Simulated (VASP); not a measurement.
A run of VASP 6.6.1 is set up as follows.

Contents of INCAR:

```
  ALGO = Normal
  EDIFF = 1E-8
  ENCUT = 520
  GGA = PS
  IBRION = 8
  ISIF = 2
  ISMEAR = -1
  LASPH = T
  LCHARG = F
  LREAL = F
  LWAVE = F
  NBANDS = 20
  NELM = 80
  NSW = 1
  PREC = Accurate
  SIGMA = 0.15
```

Contents of KPOINTS:

```
k-points
0
Gamma
  8 8 8
```

File POSCAR:

```
TlSn
1.0
    3.6147300000      0.0000000000      0.0000000000
    0.0000000000      3.6147300000      0.0000000000
    0.0000000000      0.0000000000      4.3750000000
Tl Sn
1 1
Direct
    0.0000000000      0.0000000000      0.0000000000
    0.5000000000      0.5000000000      0.5000000000
```

Potentials or basis: VASP PAW PBE potentials, release 64 (Tl_d, Sn_d).

Run with:

```sh
$ cat potpaw_PBE.64/Tl_d/POTCAR potpaw_PBE.64/Sn_d/POTCAR > POTCAR
$ mpirun -np 1 vasp_std > vasp.out
```

Task: Predict the highest phonon frequency at Γ.

Result: 90 cm⁻¹.

Phonon frequencies in cm⁻¹ (negative: imaginary):
| q point | frequencies |
| --- | --- |
| (0.000, 0.000, 0.000) | 0 0 0 57 57 90 |

Caveat: the cell stands under pressure or tension, which shifts response properties.
